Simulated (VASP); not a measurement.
Runs of VASP 6.6.1 on TiC. The structure is that of space group Fm-3m (No. 225), or close to it. The cells are those of the table. 

```csv
cell,gap on the mesh (eV),pressure (GPa)
"a = 3.038, b = 3.038, c = 2.969 Å, angles 60.8, 60.8, 58.5°, 2 atoms",none,7.4
"a = 2.992, b = 2.992, c = 3.014 Å, angles 59.7, 59.7, 60.5°, 2 atoms",none,(b)
"a = 3.083, b = 3.083, c = 3.106 Å, angles 59.8, 59.8, 60.5°, 2 atoms",none,-12.7
"a = 3.107, b = 3.107, c = 3.152 Å, angles 59.5, 59.5, 61.0°, 2 atoms",none,(a)
"a = 3.129, b = 3.129, c = 3.152 Å, angles 59.8, 59.8, 60.5°, 2 atoms",none,-21.4
```

Alike in all rows: task single point; level PBEsol; potentials or basis VASP PAW PBE potentials, release 64 (Ti_sv, C); no spin polarisation; k mesh 18 × 18 × 18; cutoff (eV) 520; smearing gaussian 0.15 eV.

Question: Estimate the missing entries.

Answer: (a) -18.3; (b) 10.7.

Caveats: the PAW data sets were made with another functional, which shifts forces and pressure a little.

A gap of «none» marks levels without a gap at the run's occupations.
